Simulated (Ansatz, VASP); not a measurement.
## Sr: VASP beside Ansatz

INCAR

```
  ALGO = Normal
  EDIFF = 1E-6
  ENCUT = 520
  GGA = PE
  ISIF = 2
  ISMEAR = -1
  LASPH = T
  LCHARG = F
  LREAL = F
  LWAVE = F
  NBANDS = 11
  NELM = 80
  PREC = Accurate
  SIGMA = 0.05
```

Contents of KPOINTS:

```
k-points
0
Gamma
  11 11 10
```

Contents of POSCAR:

```
Sr
1.0
    3.6133892631      0.0000000000      0.0000000000
   -1.8066946315      3.1292868956      0.0000000000
    0.0000000000      0.0000000000      3.3079160919
Sr
1
Direct
    0.0000000000      0.0000000000      0.0000000000
```

Input for Ansatz:

```yaml
crystal:
  lattice:
    - [3.6133892631, 0.0, 0.0]
    - [-1.8066946315, 3.1292868956, 0.0]
    - [0.0, 0.0, 3.3079160919]
  atoms:
    - { symbol: Sr, position: [0.0, 0.0, 0.0] }
kpoints:
  mp_grid: { grid: [11, 11, 10] }
scf:
  occupations: { method: fermi_dirac, width: 0.05 }
hamiltonian:
  xc: pbe
  pseudopotentials: { kind: paw }
output:
  forces: true
  stress: true
  eigenvalues: true
  populations: true
```

Change from the starting cell: volume scaled by 0.68, PAW files.

Alike in both runs: task single point; functional PBE; k mesh 11 × 11 × 10; occupations fermi-dirac, width 0.05 eV; no spin polarisation.

|  | VASP | Ansatz |
| --- | --- | --- |
| version | VASP 6.6.1 | Ansatz 0.2.0 |
| potentials or method | VASP PAW PBE potentials, release 64 (Sr_sv) | PAW with Ansatz's default frozen-core files, scalar-relativistic |
| plane-wave cutoff (eV) | 520 | 420 |
| valence electrons in the cell | 10 | 10 |

|  | VASP | Ansatz | Ansatz less VASP |
| --- | --- | --- | --- |
| pressure (GPa) | 7.0 | 7.0 | -0.06 |
